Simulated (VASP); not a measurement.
# Si8O17 (a cell with a defect) in VASP: a series of runs

The runs below take Si8O17 (a cell with a defect) through single point, with PBEsol.

Program: VASP 6.6.1. These are calculated values, not measurements. Logs are shortened: lines on timing, memory, paths and dates and some standing lists are left out, and cuts for length are marked.

**1. The cell of the first run**

The cell holds a defect, 25 atoms: a = 5.872 Å, b = 5.872 Å, c = 5.318 Å, α = 90.00°, β = 90.00°, γ = 90.00°.

**2. Single point, PBEsol, collinear spin**

INCAR reads:

```
SYSTEM = Si8O17
PREC = Accurate
ENCUT = 520
EDIFF = 1E-7
ISMEAR = 0
SIGMA = 0.02
LREAL = Auto
LASPH = .TRUE.
NELM = 150
ALGO = Normal
ISIF = 2
LWAVE = .FALSE.
LCHARG = .TRUE.
ISPIN = 2
MAGMOM = 0 0 0 0 0 0 0 0 0 0 0 0 0 0 0 0 0 0 0 0 0 0 0 0 1
LORBIT = 11
GGA = PS
LELF = .TRUE.
LVHAR = .TRUE.
NBANDS = 89
```

KPOINTS reads:

```
regular mesh
0
G
  2 2 3
  0 0 0
```

POSCAR reads:

```
Si8O17
1.0
   -4.1520000000     -4.1520000000      0.0000000000
    4.1520000000     -4.1520000000      0.0000000000
    0.0000000000      0.0000000000      5.3180000000
Si O
8 17
Direct
    0.4983180178      0.5072170715     -0.0001748085
   -0.0150611784      0.5168860409      0.2264003185
    0.5273522397      0.4974178776      0.5046755256
    0.0050697262      0.5066256445      0.7499872057
   -0.0068079939      0.0138265541     -0.0072885539
    0.5004252778      0.0039473678      0.2467742329
   -0.0039927825      0.0107890786      0.4934310772
    0.4991488439      0.0057504075      0.7482281051
    0.1951678615      0.5092723561     -0.0064310890
    0.0001629234      0.2142381801      0.2451850286
    0.8035568774      0.5108974722     -0.0132724885
   -0.0284096984      0.8302098405      0.2322036468
    0.2376513847      0.4318999980      0.5590462378
   -0.0106648437      0.2000574198      0.7494813633
    0.8178836411      0.5034865983      0.4974446963
   -0.0018264130      0.8127227872      0.7451127075
    0.6901638005      0.0057390663     -0.0043061481
    0.5247516711      0.6991144897      0.2480144480
    0.3019186442      0.0043100606     -0.0016725784
    0.5073194773      0.3122063105      0.2475577597
    0.6925814619      0.0095350175      0.4978777539
    0.5028481398      0.6997644515      0.7445409485
    0.3036201948      0.0118925173      0.4959468051
    0.5268926140      0.3053826257      0.7610608617
    0.1801501129      0.6253743663      0.4130382440
```

Potentials or basis: VASP PAW PBE potentials, release 64 (Si, O).

Launch:

```
> cat potpaw_PBE.64/Si/POTCAR potpaw_PBE.64/O/POTCAR > POTCAR
> mpirun -np 1 vasp_std > vasp.out
```

OUTCAR:

```text
SYSTEM = Si8O17
   PREC = Accurate
   ENCUT = 520
   EDIFF = 1E-7
   ISMEAR = 0
   LREAL = Auto
   LASPH = .TRUE.
   NELM = 150
   ISIF = 2
   ISPIN = 2
   LORBIT = 11
   GGA = PS

 ion  position               nearest neighbor table
   1  0.498  0.507  1.000-  18 1.74  24 1.74  20 1.75  22 1.77   9 1.78  11 1.79   3 2.64   3 2.69
                             2 3.10
   2  0.985  0.517  0.226-  25 1.64  11 1.66  15 1.75   9 1.75  10 1.78  12 1.84  13 2.36   4 2.54
                             4 2.79   3 3.07   1 3.10
   3  0.527  0.497  0.505-  15 1.71  22 1.75  20 1.75  13 1.77  24 1.77  18 1.81  25 2.23   1 2.64
                             1 2.69   2 3.07   4 3.09
   4  0.005  0.507  0.750-   9 1.71  11 1.73  15 1.74  13 1.76  16 1.80  14 1.80  25 2.18   2 2.54
                             2 2.79   3 3.09
   5  0.993  0.014  0.993-  12 1.67  14 1.69  16 1.77  17 1.78  10 1.79  19 1.81   7 2.66   7 2.66
[... 7 lines left out ...]
   9  0.195  0.509  0.994-   4 1.71   2 1.75   1 1.78
  10  0.000  0.214  0.245-   7 1.78   2 1.78   5 1.79
  11  0.804  0.511  0.987-   2 1.66   4 1.73   1 1.79
  12  0.972  0.830  0.232-   5 1.67   7 1.75   2 1.84  25 1.97
  13  0.238  0.432  0.559-  25 1.42   4 1.76   3 1.77   2 2.36
  14  0.989  0.200  0.749-   5 1.69   7 1.76   4 1.80
  15  0.818  0.503  0.497-   3 1.71   4 1.74   2 1.75
  16  0.998  0.813  0.745-   5 1.77   7 1.77   4 1.80
  17  0.690  0.006  0.996-   8 1.73   6 1.74   5 1.78
  18  0.525  0.699  0.248-   1 1.74   6 1.80   3 1.81
  19  0.302  0.004  0.998-   6 1.76   8 1.76   5 1.81
  20  0.507  0.312  0.248-   1 1.75   3 1.75   6 1.81
  21  0.693  0.010  0.498-   6 1.75   8 1.75   7 1.78
  22  0.503  0.700  0.745-   3 1.75   1 1.77   8 1.80
  23  0.304  0.012  0.496-   6 1.76   8 1.77   7 1.81
  24  0.527  0.305  0.761-   1 1.74   8 1.77   3 1.77
  25  0.180  0.625  0.413-  13 1.42   2 1.64  12 1.97   4 2.18   3 2.23   7 2.54

  LATTYP: Found a simple tetragonal cell.
 ALAT       =     5.8718147110
 C/A-ratio  =     0.9056825295

  Lattice vectors:

 A1 = (  -4.1520000000,  -4.1520000000,   0.0000000000)
 A2 = (   4.1520000000,  -4.1520000000,   0.0000000000)
 A3 = (   0.0000000000,   0.0000000000,   5.3180000000)

Analysis of symmetry for initial positions (statically):
=====================================================================
 Subroutine PRICEL returns:
 Original cell was already a primitive cell.

 Routine SETGRP: Setting up the symmetry group for a
 simple tetragonal supercell.

 Subroutine GETGRP returns: Found  1 space group operations
 (whereof  1 operations were pure point group operations)
 out of a pool of 16 trial point group operations.

The static configuration has the point symmetry C_1 .

Analysis of symmetry for dynamics (positions and initial velocities):
=====================================================================
 Subroutine PRICEL returns:
 Original cell was already a primitive cell.

 Routine SETGRP: Setting up the symmetry group for a
 simple tetragonal supercell.

 Subroutine GETGRP returns: Found  1 space group operations
 (whereof  1 operations were pure point group operations)
 out of a pool of 16 trial point group operations.

The dynamic configuration has the point symmetry C_1 .

Analysis of structural, dynamic, and magnetic symmetry:
=====================================================================
 Subroutine PRICEL returns:
 Original cell was already a primitive cell.

 Routine SETGRP: Setting up the symmetry group for a
 simple tetragonal supercell.

 Subroutine GETGRP returns: Found  1 space group operations
 (whereof  1 operations were pure point group operations)
 out of a pool of 16 trial point group operations.

The overall configuration has the point symmetry C_1 .

 Subroutine INISYM returns: Found  1 space group operations
 (whereof  1 operations are pure point group operations),
 and found     1 'primitive' translations

----------------------------------------------------------------------------------------

                                     Primitive cell

  volume of cell :     183.3551

  direct lattice vectors                    reciprocal lattice vectors
    -4.152000000 -4.152000000  0.000000000    -0.120423892 -0.120423892  0.000000000
     4.152000000 -4.152000000  0.000000000     0.120423892 -0.120423892  0.000000000
     0.000000000  0.000000000  5.318000000     0.000000000  0.000000000  0.188040617

  length of vectors
[... 103 lines left out ...]
   ISTART =      0    job   : 0-new  1-cont  2-samecut
   ICHARG =      2    charge: 1-file 2-atom 10-const
   ISPIN  =      2    spin polarized calculation?
   LNONCOLLINEAR =      F non collinear calculations
   LSORBIT =      F    spin-orbit coupling
   LASPH  =      T    aspherical Exc in radial PAW
   ENCUT  =  520.0 eV  38.22 Ry    6.18 a.u.  10.92 10.92  9.89*2*pi/ulx,y,z
   NELM   =    150;   NELMIN=  2; NELMDL= -5     # of ELM steps
   EDIFF  = 0.1E-06   stopping-criterion for ELM
   LREAL  =      T    real-space projection
   EDIFFG = 0.1E-05   stopping-criterion for IOM
   NSW    =      0    number of steps for IOM
   IBRION =     -1    ionic relax: 0-MD 1-quasi-New 2-CG
   NFREE  =      0    steps in history (QN), initial steepest desc. (CG)
   ISIF   =      2    stress and relaxation
   ISYM   =      2    0-nonsym 1-usesym 2-fastsym
   POTIM  = 0.5000    time-step for ionic-motion
   TEBEG  =    0.0;   TEEND  =   0.0 temperature during run
   PSTRESS=    0.0 pullay stress
   NELECT =     134.0000    total number of electrons
   NUPDOWN=      -1.0000    fix difference up-down
   EMIN   =  10.00;   EMAX   =-10.00  energy-range for DOS
   EFERMI =   0.00;   METHOD = LEGACY
   ISMEAR =     0;   SIGMA  =   0.02  broadening in eV -4-tet -1-fermi 0-gaus
   EFERMI_NEDOS =   21; number of points for ismear=-14 and -15
   IALGO  =     38    algorithm
   IMIX   =      4    mixing-type and parameters
     AMIX     =   0.40;   BMIX     =  1.00
     AMIX_MAG =   1.60;   BMIX_MAG =  1.00
  volume/ion in A,a.u.               =       7.33        49.49
  Fermi-wavevector in a.u.,A,eV,Ry     =   1.474615  2.786619 29.585739  2.174491
  Thomas-Fermi vector in A             =   2.589365
   LORBIT       =     11    0 simple, 1 ext, 2 COOP (PROOUT), +10 PAW based schemes
   GGA     = PS    functional components
   LHFCALC =     F    Hartree Fock is set to
   AEXX    =    0.0000 exact exchange contribution
   IVDW    =     0    specifies the selected vdW correction
   LEPSILON=     F    determine dielectric tensor
   LRPA    =     F    only Hartree local field effects (RPA)
 spin polarized calculation
 Gauss-broadening in eV      SIGMA  =   0.02
  energy-cutoff  :      520.00
  volume of cell :      183.36
 maximum number of plane-waves:      4988
 NGX is ok and might be reduce to    48
   NGX = 21   NGY = 21   NGZ = 19

 number of electron     133.9999994 magnetization       0.0000008

 number of electron     133.9999994 magnetization      -0.0000043

 Free energy of the ion-electron system (eV)
  ---------------------------------------------------
  ext. energy  EPLUGINS =         0.00000000
  ---------------------------------------------------
  free energy    TOTEN  =      -194.89511884 eV

  energy without entropy =     -194.89511884  energy(sigma->0) =     -194.89511884

 E-fermi :   8.8364     XC(G=0): -12.8298

 val. band max:        8.6888827505   @ k =   0.5000   0.0000   0.0000
 cond. band min:      14.0596275812   @ k =   0.0000   0.5000   0.3333
 fundamental gap:      5.3707448307
 Fermi energy:         8.8364398725

 spin component 1

 k-point     1 :       0.0000    0.0000    0.0000
  band No.  band energies     occupation
      1     -15.7080      1.00000
      2     -13.5234      1.00000
      3     -12.2005      1.00000
      4     -12.1739      1.00000
      5     -11.4009      1.00000
      6     -11.3274      1.00000
[... 645 lines left out ...]
     78      18.6879      0.00000
     79      18.9037      0.00000
 Fermi energy:         8.8364398725

 spin component 2

 k-point     1 :       0.0000    0.0000    0.0000
  band No.  band energies     occupation
      1     -15.7080      1.00000
      2     -13.5234      1.00000
      3     -12.2005      1.00000
      4     -12.1739      1.00000
      5     -11.4009      1.00000
      6     -11.3274      1.00000
[... 645 lines left out ...]
     78      18.6879      0.00000
     79      18.9037      0.00000
 [bands above 79 left out]

------------------------ aborting loop because EDIFF is reached ----------------------------------------

  FORCE on cell =-STRESS in cart. coord.  units (eV):
  Direction    XX          YY          ZZ          XY          YZ          ZX
  --------------------------------------------------------------------------------------
  -------------------------------------------------------------------------------------
  Total       29.4863094     22.5097457     34.6691077      5.3649026      1.4511470     -8.0823119
  in kB      257.6546486    196.6926599    302.9425165     46.8791153     12.6802838    -70.6241393
  external PRESSURE =     252.4299417 kB  Pullay stress =       0.0000000 kB

 VOLUME and BASIS-vectors are now :
 -----------------------------------------------------------------------------
  energy-cutoff  :      520.00
  volume of cell :      183.36
      direct lattice vectors                 reciprocal lattice vectors
    -4.152000000 -4.152000000  0.000000000    -0.120423892 -0.120423892  0.000000000
     4.152000000 -4.152000000  0.000000000     0.120423892 -0.120423892  0.000000000
     0.000000000  0.000000000  5.318000000     0.000000000  0.000000000  0.188040617

 POSITION                                       TOTAL-FORCE (eV/Angst)
 -----------------------------------------------------------------------------------
      0.03695     -4.17498      5.31707         0.002196      0.000530     -0.008080
     -1.94336     -6.23558      1.20400         0.029182      0.049440     -0.009911
     -0.12429     -4.25485      2.68386        -0.002711     -0.008181     -0.011339
      2.08246     -2.12456      3.98843         0.020191      0.027138     -0.019733
     -4.06633     -4.18114      5.27924         0.002919     -0.013938     -0.010318
     -2.06138     -2.09416      1.31235         0.004548      0.002666      0.007760
[... 17 lines left out ...]
     -0.91971     -3.45561      4.04732        -0.013439      0.028028     -0.004106
      1.84857     -3.34454      2.19654         0.259081     -0.218519     -0.150930
 -----------------------------------------------------------------------------------
    total drift:                               -0.009854     -0.006451      0.000511

  FREE ENERGIE OF THE ION-ELECTRON SYSTEM (eV)
  ---------------------------------------------------
  free  energy   TOTEN  =      -194.8951188443 eV

  energy  without entropy=     -194.8951188443  energy(sigma->0) =     -194.89511884

 total charge

# of ion       s       p       d       tot
------------------------------------------
    1        0.596   0.904   0.000   1.500
    2        0.623   0.971   0.000   1.594
    3        0.602   0.912   0.000   1.514
    4        0.599   0.913   0.000   1.512
    5        0.604   0.933   0.000   1.537
    6        0.595   0.896   0.000   1.491
[... 17 lines left out ...]
   24        1.551   3.706   0.000   5.257
   25        1.628   3.521   0.000   5.149
--------------------------------------------------
tot         31.264  69.857   0.000 101.121

 magnetization (x)

# of ion       s       p       d       tot
------------------------------------------
    1       -0.000  -0.000   0.000  -0.000
    2        0.000   0.000   0.000   0.000
    3       -0.000  -0.000   0.000  -0.000
    4       -0.000  -0.000   0.000  -0.000
    5       -0.000  -0.000   0.000  -0.000
    6       -0.000  -0.000   0.000  -0.000
[... 17 lines left out ...]
   24       -0.000  -0.000   0.000  -0.000
   25       -0.000  -0.000   0.000  -0.000
--------------------------------------------------
tot         -0.000   0.000   0.000  -0.000
```

Wall time 7.3 min (1 thread of Oxide Virtual Turin-like, shared host); peak memory 0.41 GiB.

What came out:

| Quantity | Value |
| --- | --- |
| Free energy | -194.8951 eV |
| Pressure | 25.2 GPa |
| Largest force | 0.371 eV/Å |
| Band gap on the k mesh | 5.37 eV |
| Net moment | 0.00 μB per cell |
| Valence electrons inside the program's atomic spheres | Si 1.50, 1.59, 1.51, 1.54, 1.49, 1.47 (each value once); O 5.26, 5.22, 5.29, 5.27, 5.15, 5.28, 5.23, 5.25 (each value once) |

Forces on the atoms (eV/Å):
```
Si   0.002  0.001 -0.008
Si   0.029  0.049 -0.010
Si  -0.003 -0.008 -0.011
Si   0.020  0.027 -0.020
Si   0.003 -0.014 -0.010
Si   0.005  0.003  0.008
Si  -0.010 -0.006  0.006
Si  -0.001  0.016 -0.020
O   -0.039 -0.039  0.018
O    0.017 -0.017 -0.003
O    0.046  0.047 -0.015
O   -0.055  0.046  0.032
O   -0.286  0.119  0.188
O    0.027 -0.035 -0.017
O   -0.002 -0.008 -0.014
O   -0.017  0.021  0.002
O   -0.029 -0.030  0.005
O    0.014 -0.015  0.019
O    0.031  0.027  0.000
O   -0.024  0.027 -0.001
O   -0.021 -0.020  0.004
O    0.031 -0.026  0.002
O    0.017  0.023  0.000
O   -0.013  0.028 -0.004
O    0.259 -0.219 -0.151
```

Stress tensor (GPa, compression positive):
```
25.77  4.69 -7.06
 4.69 19.67  1.27
-7.06  1.27 30.29
```

Caveat: the k points lie up to 0.54 Å⁻¹ apart; the PAW data sets were made with another functional, which shifts forces and pressure a little.

**3. Single point, PBEsol, collinear spin**

INCAR reads:

```
  PREC = Accurate
  ENCUT = 520
  EDIFF = 1E-7
  ISMEAR = 0
  SIGMA = 0.02
  LREAL = Auto
  LASPH = T
  NELM = 150
  ALGO = Normal
  ISIF = 2
  LWAVE = F
  LCHARG = F
  ISPIN = 2
  MAGMOM = 0 0 0 0 0 0 0 0 0 0 0 0 0 0 0 0 0 0 0 0 0 0 0 0 1
  LORBIT = 11
  GGA = PS
  NBANDS = 89
```

KPOINTS reads:

```
Automatic mesh
0
Gamma
  2 2 3
```

POSCAR reads:

```
Si8O17
1.0
   -4.1520000000     -4.1520000000      0.0000000000
    4.1520000000     -4.1520000000      0.0000000000
    0.0000000000      0.0000000000      5.3180000000
Si O
8 17
Direct
    0.5266935310      0.4970206281     -0.0046333861
   -0.0157461804      0.5163618780      0.2734908323
    0.4975694025      0.5067498112      0.5002020503
    0.0042780532      0.5062006815      0.7498437678
   -0.0046908873      0.0103226803      0.0065711610
    0.4997208495      0.0034998637      0.2532951521
   -0.0074954104      0.0133609289      0.5072808282
    0.4984330368      0.0052728309      0.7518471231
    0.2369242234      0.4315244012     -0.0590295940
   -0.0004962071      0.2137749363      0.2547736932
    0.8172245708      0.5030436892      0.0024962443
   -0.0291332883      0.8297213696      0.2677784510
    0.1944573126      0.5087684088      0.5064175588
   -0.0113267065      0.1996066205      0.7505567141
    0.8028528197      0.5103701845      0.5131602755
   -0.0025325232      0.8122413607      0.7548675706
    0.6918706947      0.0090903841      0.0021630128
    0.5241662432      0.6986852583      0.2520462373
    0.3029190985      0.0114174515      0.0041104987
    0.5065852774      0.3117535909      0.2524479593
    0.6894706612      0.0053467834      0.5043693106
    0.5021620989      0.6993146032      0.7554776161
    0.3012166304      0.0038093051      0.5017249848
    0.5261613603      0.3049530711      0.7390159205
    0.1795948690      0.6249425089      0.0870575779
```

Potentials or basis: VASP PAW PBE potentials, release 64 (Si, O).

Launch:

```
> cat potpaw_PBE.64/Si/POTCAR potpaw_PBE.64/O/POTCAR > POTCAR
> mpirun -np 1 vasp_std > vasp.out
```

Run time: 8.6 min. Hardware: 1 thread of Oxide Virtual Turin-like, shared host; peak memory 0.41 GiB.

It converged, with:

| Quantity | Value |
| --- | --- |
| Free energy | -194.8950 eV |
| Pressure | 25.2 GPa |
| Largest force | 0.373 eV/Å |
| Band gap on the k mesh | 5.38 eV |
| Net moment | 0.00 μB per cell |
| Valence electrons inside the program's atomic spheres | Si 1.51, 1.59, 1.50, 1.47, 1.49, 1.54 (each value once); O 5.15, 5.22, 5.28, 5.27, 5.26, 5.29, 5.25, 5.23 (each value once) |

Forces in eV/Å, atoms in the order of the input:
```
Si   0.001  0.004  0.011
Si   0.030  0.039  0.010
Si  -0.002 -0.001  0.008
Si   0.001  0.022  0.040
Si  -0.011 -0.003 -0.005
Si   0.002  0.001 -0.012
Si   0.005 -0.013  0.011
Si   0.000  0.011  0.019
O   -0.283  0.124 -0.200
O    0.015 -0.013  0.006
O   -0.003 -0.005  0.015
O   -0.049  0.039 -0.025
O   -0.038 -0.041 -0.019
O    0.025 -0.031  0.009
O    0.050  0.050  0.016
O   -0.017  0.021 -0.001
O   -0.022 -0.023 -0.005
O    0.016 -0.012 -0.016
O    0.019  0.023 -0.001
O   -0.023  0.025  0.003
O   -0.030 -0.028 -0.008
O    0.031 -0.026 -0.002
O    0.033  0.024 -0.002
O   -0.018  0.027 -0.002
O    0.267 -0.212  0.152
```

Stress tensor (GPa, compression positive):
```
25.76  4.68  7.08
 4.68 19.65 -1.27
 7.08 -1.27 30.30
```

Levels at points of the mesh, in eV from the valence-band top:
Spin up:
| k point | band 65 | band 66 | band 67 | band 68 | band 69 | band 70 |
| --- | --- | --- | --- | --- | --- | --- |
| (0.00, 0.00, 0.00) | -0.71 | -0.48 | -0.05 | 5.43 | 5.94 | 6.84 |
| (0.50, 0.00, 0.00) | -1.08 | -0.79 | 0.00 | 5.54 | 6.92 | 7.09 |
| (0.00, 0.50, 0.00) | -0.81 | -0.39 | -0.28 | 5.39 | 6.74 | 6.96 |
| (0.50, 0.50, 0.00) | -0.86 | -0.43 | -0.41 | 5.48 | 7.59 | 7.80 |
Spin down:
```tsv
k point	band 64	band 65	band 66	band 67	band 68	band 69	band 70	band 71
(0.00, 0.00, 0.00)	-0.89	-0.71	-0.48	-0.05	5.43	5.94	6.84	6.92
(0.50, 0.00, 0.00)	-1.11	-1.08	-0.79	0.00	5.54	6.92	7.09	7.70
(0.00, 0.50, 0.00)	-1.02	-0.81	-0.39	-0.28	5.39	6.74	6.96	7.76
(0.50, 0.50, 0.00)	-1.16	-0.86	-0.43	-0.41	5.48	7.59	7.80	7.93
```

Caveat: the k points lie up to 0.54 Å⁻¹ apart; the PAW data sets were made with another functional, which shifts forces and pressure a little.
